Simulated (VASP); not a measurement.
# Si (P6_3/mmc) in VASP: notebook

The runs below take Si through single point, with LDA.

Everything below comes from runs of VASP 6.6.1. Logs are shortened: lines on timing, memory, paths and dates and some standing lists are left out, and cuts for length are marked.

## Step 1: The cell of the first run

Symmetry: P6_3/mmc, No. 194, hexagonal system. Conventional cell: a = 4.095 Å, b = 4.095 Å, c = 5.419 Å, α = 90.00°, β = 90.00°, γ = 120.00°. Si (site symmetry 3m) has 4 Si at 2.23 to 2.41 Å within 3.0 Å.

This isn't the form of Si at room conditions, which is diamond.

## Step 2: Single point, LDA

Contents of INCAR:

```
SYSTEM = Si
PREC = Accurate ; ENCUT = 520
EDIFF = 1E-6 ; ISMEAR = 0
SIGMA = 0.03 ; LREAL = .False.
LASPH = .True. ; NELM = 60
ALGO = Normal ; ISIF = 2
LWAVE = .False. ; LCHARG = .False.
NBANDS = 16
```

Contents of KPOINTS:

```
regular mesh
0
Gamma
  12 12 6
  0 0 0
```

Contents of POSCAR:

```
Si
1.0
    4.0952913888      0.0000000000      0.0000000000
   -2.0476456944      3.5466263786      0.0000000000
    0.0000000000      0.0000000000      5.4192990949
Si
4
Direct
    0.3333333333      0.6666666667      0.0439541821
    0.6666666667      0.3333333333      0.5439541821
    0.3333333333      0.6666666667      0.4560458179
    0.6666666667      0.3333333333      0.9560458179
```

Potentials or basis: VASP PAW LDA potentials, release 64 (Si).

On the command line:

```sh
> cat potpaw_LDA.64/Si/POTCAR > POTCAR
> mpirun -np 1 vasp_std > vasp.out
```

OUTCAR:

```text
SYSTEM = Si
   PREC = Accurate
   ENCUT = 520
   EDIFF = 1E-6
   ISMEAR = 0
   LREAL = .False.
   LASPH = .True.
   NELM = 60
   ISIF = 2

 ion  position               nearest neighbor table
   1  0.333  0.667  0.044-   3 2.23   4 2.41   4 2.41   4 2.41
   2  0.667  0.333  0.544-   4 2.23   3 2.41   3 2.41   3 2.41
   3  0.333  0.667  0.456-   1 2.23   2 2.41   2 2.41   2 2.41
   4  0.667  0.333  0.956-   2 2.23   1 2.41   1 2.41   1 2.41

  LATTYP: Found a hexagonal cell.
 ALAT       =     4.0952913888
 C/A-ratio  =     1.3233000000

  Lattice vectors:

 A1 = (   4.0952913888,   0.0000000000,   0.0000000000)
 A2 = (  -2.0476456944,   3.5466263786,   0.0000000000)
 A3 = (   0.0000000000,   0.0000000000,   5.4192990949)

Analysis of symmetry for initial positions (statically):
=====================================================================
 Subroutine PRICEL returns:
 Original cell was already a primitive cell.

 Routine SETGRP: Setting up the symmetry group for a
 hexagonal supercell.

 Subroutine GETGRP returns: Found 24 space group operations
 (whereof 12 operations were pure point group operations)
 out of a pool of 24 trial point group operations.

The static configuration has the point symmetry D_3d.
 The point group associated with its full space group is D_6h.

Analysis of symmetry for dynamics (positions and initial velocities):
=====================================================================
 Subroutine PRICEL returns:
 Original cell was already a primitive cell.

 Routine SETGRP: Setting up the symmetry group for a
 hexagonal supercell.

 Subroutine GETGRP returns: Found 24 space group operations
 (whereof 12 operations were pure point group operations)
 out of a pool of 24 trial point group operations.

The dynamic configuration has the point symmetry D_3d.
 The point group associated with its full space group is D_6h.

 Subroutine INISYM returns: Found 24 space group operations
 (whereof 12 operations are pure point group operations),
 and found     1 'primitive' translations

----------------------------------------------------------------------------------------

                                     Primitive cell

  volume of cell :      78.7124

  direct lattice vectors                    reciprocal lattice vectors
     4.095291389  0.000000000  0.000000000     0.244182869  0.140979045  0.000000000
    -2.047645694  3.546626379  0.000000000     0.000000000  0.281958090  0.000000000
     0.000000000  0.000000000  5.419299095     0.000000000  0.000000000  0.184525708

  length of vectors
     4.095291389  4.095291389  5.419299095     0.281958090  0.281958090  0.184525708

  position of ions in fractional coordinates (direct lattice)
     0.333333333  0.666666667  0.043954182
     0.666666667  0.333333333  0.543954182
     0.333333333  0.666666667  0.456045818
     0.666666667  0.333333333  0.956045818

  ion indices of the primitive-cell ions
   primitive index   ion index
                 1           1
                 2           2
                 3           3
                 4           4

----------------------------------------------------------------------------------------

 KPOINTS: regular mesh

Automatic generation of k-mesh.
 Grid dimensions read from file:
 generate k-points for:   12   12    6

 Generating k-lattice:

  Cartesian coordinates                     Fractional coordinates (reciprocal lattice)
     0.020348572  0.011748254  0.000000000     0.083333333 -0.000000000  0.000000000
     0.000000000  0.023496508  0.000000000     0.000000000  0.083333333  0.000000000
     0.000000000  0.000000000  0.030754285     0.000000000  0.000000000  0.166666667

  Length of vectors
     0.023496508  0.023496508  0.030754285

  Shift w.r.t. Gamma in fractional coordinates (k-lattice)
     0.000000000  0.000000000  0.000000000

 Subroutine IBZKPT returns following result:
 ===========================================

 Found     76 irreducible k-points:

 Following reciprocal coordinates:
            Coordinates               Weight
  0.000000  0.000000  0.000000      1.000000
  0.083333  0.000000  0.000000      6.000000
  0.166667  0.000000  0.000000      6.000000
  0.250000  0.000000  0.000000      6.000000
  0.333333  0.000000  0.000000      6.000000
  0.416667  0.000000  0.000000      6.000000
[... 16 lines left out ...]
  0.250000  0.000000  0.166667     12.000000
  0.333333  0.000000  0.166667     12.000000
 [... further k-points ...]
   k-points           NKPTS =     76   k-points in BZ     NKDIM =     76   number of bands    NBANDS=     16
   number of dos      NEDOS =    301   number of ions     NIONS =      4
   total plane-waves  NPLWV =  36000
   dimension x,y,z NGX =    30 NGY =   30 NGZ =   40
   dimension x,y,z NGXF=    60 NGYF=   60 NGZF=   80
   ions per type =               4
   NGX,Y,Z   is equivalent  to a cutoff of  12.18, 12.18, 12.27 a.u.
   NGXF,Y,Z  is equivalent  to a cutoff of  24.36, 24.36, 24.54 a.u.
 SYSTEM =  Si
   PREC   = accura    normal or accurate (medium, high low for compatibility)
   ISTART =      0    job   : 0-new  1-cont  2-samecut
   ICHARG =      2    charge: 1-file 2-atom 10-const
   ISPIN  =      1    spin polarized calculation?
   LNONCOLLINEAR =      F non collinear calculations
   LSORBIT =      F    spin-orbit coupling
   LASPH  =      T    aspherical Exc in radial PAW
   ENCUT  =  520.0 eV  38.22 Ry    6.18 a.u.   7.61  7.61 10.08*2*pi/ulx,y,z
   NELM   =     60;   NELMIN=  2; NELMDL= -5     # of ELM steps
   EDIFF  = 0.1E-05   stopping-criterion for ELM
   LREAL  =      F    real-space projection
   EDIFFG = 0.1E-04   stopping-criterion for IOM
   NSW    =      0    number of steps for IOM
   IBRION =     -1    ionic relax: 0-MD 1-quasi-New 2-CG
   NFREE  =      0    steps in history (QN), initial steepest desc. (CG)
   ISIF   =      2    stress and relaxation
   ISYM   =      2    0-nonsym 1-usesym 2-fastsym
   POTIM  = 0.5000    time-step for ionic-motion
   TEBEG  =    0.0;   TEEND  =   0.0 temperature during run
   PSTRESS=    0.0 pullay stress
   NELECT =      16.0000    total number of electrons
   NUPDOWN=      -1.0000    fix difference up-down
   EMIN   =  10.00;   EMAX   =-10.00  energy-range for DOS
   EFERMI =   0.00;   METHOD = LEGACY
   ISMEAR =     0;   SIGMA  =   0.03  broadening in eV -4-tet -1-fermi 0-gaus
   EFERMI_NEDOS =   21; number of points for ismear=-14 and -15
   IALGO  =     38    algorithm
   IMIX   =      4    mixing-type and parameters
     AMIX     =   0.40;   BMIX     =  1.00
     AMIX_MAG =   1.60;   BMIX_MAG =  1.00
  volume/ion in A,a.u.               =      19.68       132.79
  Fermi-wavevector in a.u.,A,eV,Ry     =   0.962573  1.818999 12.606436  0.926547
  Thomas-Fermi vector in A             =   2.092044
   LORBIT       =      0    0 simple, 1 ext, 2 COOP (PROOUT), +10 PAW based schemes
   GGA     = CA    functional components
   LHFCALC =     F    Hartree Fock is set to
   AEXX    =    0.0000 exact exchange contribution
   IVDW    =     0    specifies the selected vdW correction
   LEPSILON=     F    determine dielectric tensor
   LRPA    =     F    only Hartree local field effects (RPA)
 non-spin polarized calculation
 Gauss-broadening in eV      SIGMA  =   0.03
  energy-cutoff  :      520.00
  volume of cell :       78.71
 maximum number of plane-waves:      2163
   NGX = 15   NGY = 15   NGZ = 21

 number of electron      16.0000002 magnetization

 Free energy of the ion-electron system (eV)
  ---------------------------------------------------
  ext. energy  EPLUGINS =         0.00000000
  ---------------------------------------------------
  free energy    TOTEN  =       -22.51313138 eV

  energy without entropy =      -22.51244465  energy(sigma->0) =      -22.51278802

 E-fermi :   5.7906     XC(G=0):  -9.6724

 val. band max:        5.7868411993   @ k =   0.0000   0.0000   0.1667
 cond. band min:       5.7957398269   @ k =   0.0833   0.0833   0.3333
 fundamental gap:      0.0088986276
 Fermi energy:         5.7906039124

 k-point     1 :       0.0000    0.0000    0.0000
  band No.  band energies     occupation
      1      -6.2102      2.00000
      2      -2.3545      2.00000
      3      -0.7106      2.00000
      4       3.4308      2.00000
      5       3.4308      2.00000
      6       4.3167      2.00000
[... 8 lines left out ...]
     15      11.2623      0.00000
     16      11.2623      0.00000

 k-point     2 :       0.0833    0.0000    0.0000
  band No.  band energies     occupation
      1      -6.1415      2.00000
      2      -2.2846      2.00000
      3      -0.7043      2.00000
      4       2.6186      2.00000
      5       3.3043      2.00000
      6       5.0783      2.00000
[... 8 lines left out ...]
     15      11.0397      0.00000
     16      11.1353      0.00000

 k-point     3 :       0.1667    0.0000    0.0000
  band No.  band energies     occupation
      1      -5.9376      2.00000
      2      -2.0768      2.00000
      3      -0.7484      2.00000
      4       1.6502      2.00000
      5       3.0123      2.00000
      6       4.5563      2.00000
[... 8 lines left out ...]
     15      11.1579      0.00000
     16      11.3974      0.00000

 k-point     4 :       0.2500    0.0000    0.0000
  band No.  band energies     occupation
      1      -5.6058      2.00000
      2      -1.7374      2.00000
      3      -1.0592      2.00000
      4       1.0930      2.00000
      5       2.6930      2.00000
      6       3.4423      2.00000
[... 8 lines left out ...]
     15      12.3050      0.00000
     16      12.3817      0.00000

 k-point     5 :       0.3333    0.0000    0.0000
  band No.  band energies     occupation
      1      -5.1655      2.00000
      2      -1.7229      2.00000
      3      -1.2840      2.00000
      4       1.0737      2.00000
      5       2.4019      2.00000
      6       2.4293      2.00000
[... 8 lines left out ...]
     15      13.1474      0.00000
     16      13.5895      0.00000

 k-point     6 :       0.4167    0.0000    0.0000
  band No.  band energies     occupation
      1      -4.6794      2.00000
      2      -2.4430      2.00000
      3      -0.7755      2.00000
      4       1.3097      2.00000
      5       1.5315      2.00000
      6       2.2603      2.00000
[... 8 lines left out ...]
     15      13.6693      0.00000
     16      14.1653      0.00000
[... 267 lines left out ...]
 k-point    21 :       0.0833    0.0000    0.1667
  band No.  band energies     occupation
      1      -6.0112      2.00000
      2      -3.0552      2.00000
      3       0.2212      2.00000
      4       2.7899      2.00000
      5       3.4165      2.00000
      6       4.8838      2.00000
[... 8 lines left out ...]
     15      11.0203      0.00000
     16      11.6713      0.00000

 k-point    22 :       0.1667    0.0000    0.1667
  band No.  band energies     occupation
      1      -5.8078      2.00000
      2      -2.8641      2.00000
      3       0.0677      2.00000
      4       1.9572      2.00000
      5       3.1259      2.00000
      6       3.8018      2.00000
[... 8 lines left out ...]
     15      10.9682      0.00000
     16      11.4470      0.00000

 k-point    23 :       0.2500    0.0000    0.1667
  band No.  band energies     occupation
      1      -5.4768      2.00000
      2      -2.5691      2.00000
      3      -0.4666      2.00000
      4       1.6657      2.00000
      5       2.7144      2.00000
      6       2.8077      2.00000
[... 8 lines left out ...]
     15      11.8476      0.00000
     16      12.0126      0.00000

 k-point    24 :       0.3333    0.0000    0.1667
  band No.  band energies     occupation
      1      -5.0381      2.00000
      2      -2.2790      2.00000
      3      -1.1511      2.00000
      4       1.6730      2.00000
      5       1.8533      2.00000
      6       2.5448      2.00000
[... 8 lines left out ...]
     15      12.3839      0.00000
     16      13.2059      0.00000

 [... further k-points ...]

------------------------ aborting loop because EDIFF is reached ----------------------------------------

  FORCE on cell =-STRESS in cart. coord.  units (eV):
  Direction    XX          YY          ZZ          XY          YZ          ZX
  --------------------------------------------------------------------------------------
  -------------------------------------------------------------------------------------
  Total       -4.9006813     -4.9006813     11.1079223      0.0000000      0.0000000      0.0000000
  in kB      -99.7524744    -99.7524744    226.0997315      0.0000000      0.0000000      0.0000000
  external PRESSURE =       8.8649276 kB  Pullay stress =       0.0000000 kB

 VOLUME and BASIS-vectors are now :
 -----------------------------------------------------------------------------
  energy-cutoff  :      520.00
  volume of cell :       78.71
      direct lattice vectors                 reciprocal lattice vectors
     4.095291389  0.000000000  0.000000000     0.244182869  0.140979045  0.000000000
    -2.047645694  3.546626379  0.000000000     0.000000000  0.281958090  0.000000000
     0.000000000  0.000000000  5.419299095     0.000000000  0.000000000  0.184525708

 POSITION                                       TOTAL-FORCE (eV/Angst)
 -----------------------------------------------------------------------------------
     -0.00000      2.36442      0.23820        -0.000000     -0.000000     -0.606875
      2.04765      1.18221      2.94785         0.000000      0.000000     -0.606875
     -0.00000      2.36442      2.47145        -0.000000      0.000000      0.606875
      2.04765      1.18221      5.18110         0.000000      0.000000      0.606875
 -----------------------------------------------------------------------------------
    total drift:                                0.000000     -0.000000      0.000000

  FREE ENERGIE OF THE ION-ELECTRON SYSTEM (eV)
  ---------------------------------------------------
  free  energy   TOTEN  =       -22.5131313787 eV

  energy  without entropy=      -22.5124446538  energy(sigma->0) =      -22.51278802
```

Run time: 73 s. Hardware: 1 thread of Intel Xeon Platinum 8488C (Sapphire Rapids), shared host; peak memory 0.18 GiB.

Results:

```yaml
Free_energy: -22.5131 eV
Pressure: 0.9 GPa
Largest_force: 0.607 eV/Å
Band_gap_on_the_k_mesh: zero (bands 8 and 9 overlap by 1.08 eV)
```

Forces in eV/Å, atoms in the order of the input:
```
Si   0.000  0.000 -0.607
Si   0.000  0.000 -0.607
Si   0.000  0.000  0.607
Si   0.000  0.000  0.607
```

## Step 3: Single point, LDA

This run uses another cell than the first one, of the same volume but with other edges.

Contents of INCAR:

```
PREC     = Accurate       # precision mode
ENCUT    = 520            # plane-wave cutoff, eV
EDIFF    = 1E-7           # SCF threshold, eV
ISMEAR   = 0              # smearing method
SIGMA    = 0.03           # smearing width, eV
LREAL    = False          # projectors in reciprocal space
LASPH    = True           # aspherical terms in the spheres
NELM     = 60             # most SCF steps
ALGO     = Normal         # electronic algorithm
ISIF     = 2              # what is computed and relaxed
LWAVE    = False          # write WAVECAR
LCHARG   = True           # write CHGCAR
GGA      = CA             # functional
LELF     = True           # ELF
LVHAR    = True         
NBANDS   = 16             # bands
```

Contents of KPOINTS:

```
Automatic mesh
0
Gamma
  12 12 6
```

Contents of POSCAR:

```
Si
1.0
    3.7054125847      0.0000000000      0.0000000000
   -1.8527062924      3.2089814298      0.0000000000
    0.0000000000      0.0000000000      6.6197195825
Si
4
Direct
    0.3333333333      0.6666666667      0.0391837161
    0.6666666667      0.3333333333      0.5391837161
    0.3333333333      0.6666666667      0.4608162839
    0.6666666667      0.3333333333      0.9608162839
```

Potentials or basis: VASP PAW LDA potentials, release 64 (Si).

On the command line:

```sh
> cat potpaw_LDA.64/Si/POTCAR > POTCAR
> mpirun -np 1 vasp_std > vasp.out
```

Wall time 72 s (1 thread of Intel Xeon Platinum 8488C (Sapphire Rapids), shared host); peak memory 0.19 GiB.

Results (log left out):

| Quantity | Value |
| --- | --- |
| Free energy | -22.4655 eV |
| Pressure | 7.0 GPa |
| Largest force | 2.308 eV/Å |
| Band gap on the k mesh | zero (bands 8 and 9 overlap by 0.44 eV) |

Forces in eV/Å, atoms in the order of the input:
```
Si   0.000  0.000  2.308
Si   0.000  0.000  2.308
Si   0.000  0.000 -2.308
Si   0.000  0.000 -2.308
```

Stress tensor (GPa, compression positive):
```
 15.78   0.00   0.00
  0.00  15.78   0.00
  0.00   0.00 -10.53
```

Levels at points of the mesh, in eV from the Fermi level:
| k point | band 4 | band 5 | band 6 | band 7 | band 8 | band 9 | band 10 | band 11 | band 12 | band 13 |
| --- | --- | --- | --- | --- | --- | --- | --- | --- | --- | --- |
| (0.00, 0.00, 0.00) | -2.06 | -2.06 | -1.23 | -1.23 | -0.07 | 0.75 | 1.18 | 1.96 | 1.96 | 3.13 |
| (0.50, 0.00, 0.00) | -7.38 | -4.29 | -3.69 | -2.75 | -2.56 | -0.18 | 1.36 | 2.13 | 3.58 | 3.91 |
| (0.00, 0.00, 0.50) | -4.40 | -1.69 | -1.69 | -1.69 | -1.69 | 1.79 | 1.79 | 2.48 | 2.48 | 2.48 |
| (0.50, 0.00, 0.50) | -8.18 | -3.28 | -3.28 | -2.36 | -2.36 | 0.37 | 0.37 | 0.45 | 0.45 | 5.92 |

Caveat: the cell stands under pressure; semilocal functionals underestimate gaps, so a narrow gap can read as zero; forces of over 1 eV/Å act on the atoms, so gaps and moduli don't describe the material at rest.

(Continued in part 2 of 2.)
